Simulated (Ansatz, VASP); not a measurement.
**Sr: VASP beside Ansatz**

File INCAR:

```
SYSTEM = Sr
  PREC = Accurate
  ENCUT = 520
  EDIFF = 1E-7
  ISMEAR = 0
  SIGMA = 0.025
  LREAL = .FALSE.
  LASPH = .TRUE.
  NELM = 150
  ALGO = Fast
  ISIF = 2
  LWAVE = .FALSE.
  LCHARG = .TRUE.
  MAGMOM = 0 0 0
  LORBIT = 11
  LSORBIT = .TRUE.
  GGA_COMPAT = .FALSE.
  LORBMOM = .TRUE.
  GGA = RE
  LVHAR = .TRUE.
  NBANDS = 21
```

The input KPOINTS:

```
Automatic mesh
0
G
  8 8 8
  0 0 0
```

The input POSCAR:

```
Sr
1.0
    0.0000000000      3.0219309284      3.0219309284
    3.0219309284      0.0000000000      3.0219309284
    3.0219309284      3.0219309284      0.0000000000
Sr
1
Direct
    0.0000000000      0.0000000000      0.0000000000
```

Contents of input.yaml:

```yaml
crystal:
  lattice:
    - [0.0, 3.0219309284, 3.0219309284]
    - [3.0219309284, 0.0, 3.0219309284]
    - [3.0219309284, 3.0219309284, 0.0]
  atoms:
    - { symbol: Sr, position: [0.0, 0.0, 0.0] }
hamiltonian:
  xc: revpbe
  pseudopotentials: { kind: paw_fr }
magnetization:
  noncollinear: true
  spin_orbit: true
kpoints:
  mp_grid: { grid: [8, 8, 8] }
scf:
  occupations: { method: gaussian, width: 0.025 }
output:
  forces: true
  stress: true
  eigenvalues: true
```

Alike in both runs: task single point; functional revPBE; k mesh 8 × 8 × 8; occupations gaussian, width 0.025 eV; non-collinear spin, spin-orbit coupling.

|  | VASP | Ansatz |
| --- | --- | --- |
| version | VASP 6.6.1 | Ansatz 0.2.0 |
| potentials or method | VASP PAW PBE potentials, release 64 (Sr_sv) | Ansatz PAW |
| plane-wave cutoff (eV) | 520 | 420 |
| valence electrons in the cell | 10 | 10 |

|  | VASP | Ansatz | Ansatz less VASP |
| --- | --- | --- | --- |
| pressure (GPa) | 0.4 | 0.4 | -0.01 |

VASP's potentials were made for PBE, not for revPBE.
